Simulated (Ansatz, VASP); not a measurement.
# One calculation of AlN, two programs

File POSCAR:

```
AlN
1.0
   -0.0385909120      2.1899830288      2.1899830288
    2.1899830288     -0.0385909120      2.1899830288
    2.1899830288      2.1899830288     -0.0385909120
Al N
1 1
Direct
   -0.0010508975     -0.0010508975     -0.0010508975
    0.2510508975      0.2510508975      0.2510508975
```

Contents of INCAR.step1:

```
PREC     = Accurate       # precision mode
ENCUT    = 520            # plane-wave cutoff, eV
EDIFF    = 1E-5           # SCF threshold, eV
ISMEAR   = 0              # smearing method
SIGMA    = 0.01           # smearing width, eV
LREAL    = False          # projectors in reciprocal space
LASPH    = True           # aspherical terms in the spheres
NELM     = 60             # most SCF steps
ALGO     = Normal         # electronic algorithm
ISIF     = 2              # what is computed and relaxed
LWAVE    = True           # write WAVECAR
LCHARG   = False          # write CHGCAR
NBANDS   = 11             # bands
GGA      = PE             # functional
```

File INCAR.step2:

```
PREC     = Accurate       # precision mode
ENCUT    = 520            # plane-wave cutoff, eV
EDIFF    = 1E-6           # SCF threshold, eV
ISMEAR   = 0              # smearing method
SIGMA    = 0.01           # smearing width, eV
LREAL    = False          # projectors in reciprocal space
LASPH    = True           # aspherical terms in the spheres
NELM     = 60             # most SCF steps
ALGO     = Normal         # electronic algorithm
ISIF     = 2              # what is computed and relaxed
LWAVE    = False          # write WAVECAR
LCHARG   = False          # write CHGCAR
GGA      = PE             # functional
LHFCALC  = True           # exact exchange
HFSCREEN = 0.2079         # screening, 1/A
PRECFOCK = Normal       
NBANDS   = 11             # bands
ISTART   = 1
```

The input KPOINTS:

```
Automatic mesh
0
Gamma
  8 8 8
```

Input for Ansatz:

```yaml
crystal:
  lattice:
    - [-0.038590912, 2.1899830288, 2.1899830288]
    - [2.1899830288, -0.038590912, 2.1899830288]
    - [2.1899830288, 2.1899830288, -0.038590912]
  atoms:
    - { symbol: Al, position: [-0.0010508975, -0.0010508975, -0.0010508975] }
    - { symbol: "N", position: [0.2510508975, 0.2510508975, 0.2510508975] }
kpoints:
  mp_grid: { grid: [8, 8, 8] }
  band_path:
    path:
      - [0.0, 0.0, 0.0]
      - [-0.5, -0.5, 0.0]
      - [-0.375, -0.375, 0.25]
      - [-0.375, 0.0, 0.375]
      - [0.0, 0.0, 0.5]
      - [-0.5, -0.25, 0.25]
      - [0.0, 0.5, 0.5]
    npoints: 1
hamiltonian:
  xc: hse06
scf:
  occupations: { method: fixed }
  n_extra_bands: 4
output:
  forces: true
  stress: true
  eigenvalues: true
```

Change from the starting cell: epitaxial_111 strain +2.0%.

Alike in both runs: task single point; functional HSE06; k mesh 8 × 8 × 8; no spin polarisation.

|  | VASP | Ansatz |
| --- | --- | --- |
| version | VASP 6.6.1 | Ansatz 0.2.0 |
| potentials or method | VASP PAW PBE potentials, release 64 (Al, N) | plane waves, PAW |
| plane-wave cutoff (eV) | 520 | 420 |
| occupations | gaussian, width 0.01 eV | fixed |
| valence electrons in the cell | 8 | 8 |

```tsv
	VASP	Ansatz	Ansatz less VASP
gap on the k mesh at the Fermi level (eV)	4.38	4.38	0.000
pressure (GPa)	-7.3	-7.1	+0.18
traceless stress, the component that is largest in VASP (GPa)	3.23	3.20	-0.027
rms of the force components (eV/Å)	0.005	0.005	+0.0001
```

Atom by atom the forces differ by 0.000 eV/Å (rms over components). Ansatz's warnings: stress exchange threshold loose, stress scf threshold loose.
